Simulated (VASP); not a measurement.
# Co (Fm-3m) in VASP: single point with PBE

Aim: the single point of Co with PBE.

All numbers are computed with VASP 6.6.1; they aren't measurements. Logs are shortened: lines on timing, memory, paths and dates and some standing lists are left out, and cuts for length are marked.

## (1) The cell of the first run

Symmetry: Fm-3m, No. 225, cubic system. The conventional cell has a = 3.410 Å, b = 3.410 Å, c = 3.410 Å, α = 90.00°, β = 90.00°, γ = 90.00°. Within 3.2 Å of Co (site symmetry m-3m) lie 12 Co at 2.41 Å.

## (2) Single point, PBE, collinear spin, ferromagnetic start (Ti replaced by Co, lengths x 0.873, strained)

The input, INCAR:

```
PREC = Accurate ; ENCUT = 520
EDIFF = 1E-7 ; ISMEAR = 0
SIGMA = 0.1 ; LREAL = False
LASPH = True ; NELM = 150
ALGO = Normal ; ISIF = 2
LWAVE = False ; LCHARG = False
ISPIN = 2 ; MAGMOM = 3
LORBIT = 11 ; LMAXMIX = 4
GGA = PE ; NBANDS = 14
```

The input, KPOINTS:

```
Automatic mesh
0
Gamma
  8 8 8
```

The input, POSCAR:

```
Co
1.0
    0.0000000000      1.7050924608      1.7050924608
    1.7050924608      0.0000000000      1.7050924608
    1.7050924608      1.7050924608      0.0000000000
Co
1
Direct
    0.0000000000      0.0000000000      0.0000000000
```

Potentials or basis: VASP PAW PBE potentials, release 64 (Co).

Launch:

```
> cat potpaw_PBE.64/Co/POTCAR > POTCAR
> mpirun -np 1 vasp_std > vasp.out
```

OUTCAR:

```text
PREC = Accurate
   ENCUT = 520
   EDIFF = 1E-7
   ISMEAR = 0
   LREAL = False
   LASPH = True
   NELM = 150
   ISIF = 2
   ISPIN = 2
   LORBIT = 11
   GGA = PE

 ion  position               nearest neighbor table
   1  0.000  0.000  0.000-

  LATTYP: Found a face centered cubic cell.
 ALAT       =     3.4101849216

  Lattice vectors:

 A1 = (   0.0000000000,   1.7050924608,   1.7050924608)
 A2 = (   1.7050924608,   0.0000000000,   1.7050924608)
 A3 = (   1.7050924608,   1.7050924608,   0.0000000000)

Analysis of symmetry for initial positions (statically):
=====================================================================
 Subroutine PRICEL returns:
 Original cell was already a primitive cell.

 Routine SETGRP: Setting up the symmetry group for a
 face centered cubic supercell.

 Subroutine GETGRP returns: Found 48 space group operations
 (whereof 48 operations were pure point group operations)
 out of a pool of 48 trial point group operations.

The static configuration has the point symmetry O_h .

Analysis of symmetry for dynamics (positions and initial velocities):
=====================================================================
 Subroutine PRICEL returns:
 Original cell was already a primitive cell.

 Routine SETGRP: Setting up the symmetry group for a
 face centered cubic supercell.

 Subroutine GETGRP returns: Found 48 space group operations
 (whereof 48 operations were pure point group operations)
 out of a pool of 48 trial point group operations.

The dynamic configuration has the point symmetry O_h .

Analysis of structural, dynamic, and magnetic symmetry:
=====================================================================
 Subroutine PRICEL returns:
 Original cell was already a primitive cell.

 Routine SETGRP: Setting up the symmetry group for a
 face centered cubic supercell.

 Subroutine GETGRP returns: Found 48 space group operations
 (whereof 48 operations were pure point group operations)
 out of a pool of 48 trial point group operations.

The overall configuration has the point symmetry O_h .

 Subroutine INISYM returns: Found 48 space group operations
 (whereof 48 operations are pure point group operations),
 and found     1 'primitive' translations

----------------------------------------------------------------------------------------

                                     Primitive cell

  volume of cell :       9.9146

  direct lattice vectors                    reciprocal lattice vectors
[... 124 lines left out ...]
 number of electron       9.0000007 magnetization       1.6986537

 Free energy of the ion-electron system (eV)
  ---------------------------------------------------
  ext. energy  EPLUGINS =         0.00000000
  ---------------------------------------------------
  free energy    TOTEN  =        -6.95176612 eV

  energy without entropy =       -6.94496313  energy(sigma->0) =       -6.94836462

 E-fermi :  11.6432     XC(G=0): -13.9453

 val. band max:       11.6277255622   @ k =  -0.1250   0.1250   0.0000
 cond. band min:      11.6639308350   @ k =   0.1250   0.1250   0.0000
 fundamental gap:      0.0362052728
 Fermi energy:        11.6431988399

 spin component 1

 k-point     1 :       0.0000    0.0000    0.0000
  band No.  band energies     occupation
      1       2.1089      1.00000
      2       8.7841      1.00000
      3       8.7841      1.00000
      4       8.7841      1.00000
      5       9.9754      1.00000
      6       9.9754      1.00000
      7      35.4666      0.00000
      8      40.5004      0.00000
      9      40.5004      0.00000
     10      40.5004      0.00000
     11      44.1814      0.00000
     12      44.1814      0.00000
     13      44.1814      0.00000
     14      46.1807      0.00000
[... 379 lines left out ...]
      3       8.7293      1.00000
      4       9.3757      1.00000
      5      10.9397      1.00000
      6      15.4847      0.00000
      7      18.9388      0.00000
      8      28.6722      0.00000
      9      30.1975      0.00000
     10      38.6983      0.00000
     11      43.1538      0.00000
     12      47.7476      0.00000
     13      50.3385      0.00000
     14      53.7005      0.00000

 [... further k-points ...]

 spin component 2

 k-point     1 :       0.0000    0.0000    0.0000
  band No.  band energies     occupation
      1       2.1985      1.00000
      2      10.3843      1.00000
      3      10.3843      1.00000
      4      10.3843      1.00000
      5      12.0484      0.00000
      6      12.0484      0.00000
      7      35.2359      0.00000
      8      40.7177      0.00000
      9      40.7177      0.00000
     10      40.7177      0.00000
     11      44.5702      0.00000
     12      44.5702      0.00000
     13      44.5702      0.00000
     14      46.0620      0.00000
[... 379 lines left out ...]
      3       9.9878      1.00000
      4      11.2284      1.00000
      5      12.8452      0.00000
      6      16.4132      0.00000
      7      19.8527      0.00000
      8      29.0819      0.00000
      9      30.6703      0.00000
     10      38.8583      0.00000
     11      43.4779      0.00000
     12      50.4857      0.00000
     13      51.3560      0.00000
     14      54.0606      0.00000

 [... further k-points ...]

------------------------ aborting loop because EDIFF is reached ----------------------------------------

  FORCE on cell =-STRESS in cart. coord.  units (eV):
  Direction    XX          YY          ZZ          XY          YZ          ZX
  --------------------------------------------------------------------------------------
  -------------------------------------------------------------------------------------
  Total        1.6502414      1.6502414      1.6502414      0.0000000     -0.0000000     -0.0000000
  in kB      266.6762005    266.6762005    266.6762005      0.0000000     -0.0000000     -0.0000000
  external PRESSURE =     266.6762005 kB  Pullay stress =       0.0000000 kB

 VOLUME and BASIS-vectors are now :
 -----------------------------------------------------------------------------
  energy-cutoff  :      520.00
  volume of cell :        9.91
      direct lattice vectors                 reciprocal lattice vectors
     0.000000000  1.705092461  1.705092461    -0.293239230  0.293239230  0.293239230
     1.705092461  0.000000000  1.705092461     0.293239230 -0.293239230  0.293239230
     1.705092461  1.705092461  0.000000000     0.293239230  0.293239230 -0.293239230

 POSITION                                       TOTAL-FORCE (eV/Angst)
 -----------------------------------------------------------------------------------
      0.00000      0.00000      0.00000         0.000000      0.000000      0.000000
 -----------------------------------------------------------------------------------
    total drift:                                0.000000     -0.000000      0.000000

  FREE ENERGIE OF THE ION-ELECTRON SYSTEM (eV)
  ---------------------------------------------------
  free  energy   TOTEN  =        -6.9517661167 eV

  energy  without entropy=       -6.9449631307  energy(sigma->0) =       -6.94836462

 total charge

# of ion       s       p       d       tot
------------------------------------------
    1        0.534   0.615   7.313   8.463

 magnetization (x)

# of ion       s       p       d       tot
------------------------------------------
    1       -0.008  -0.039   1.741   1.694
```

Run time: 11 s. Hardware: 1 thread of AMD EPYC 7R43 (Zen 3), shared host; peak memory 0.09 GiB.

Results:

```
Free energy                                           : -6.9518 eV
Pressure                                              : 26.7 GPa
Net moment                                            : 1.70 μB per cell
Site moments                                          : Co +1.69 μB
Valence electrons inside the program's atomic spheres : Co 8.46
```

Caveat: the k points lie up to 0.40 Å⁻¹ apart; the cell differs from its parent crystal (Ti replaced by Co, lengths x 0.873, strained).
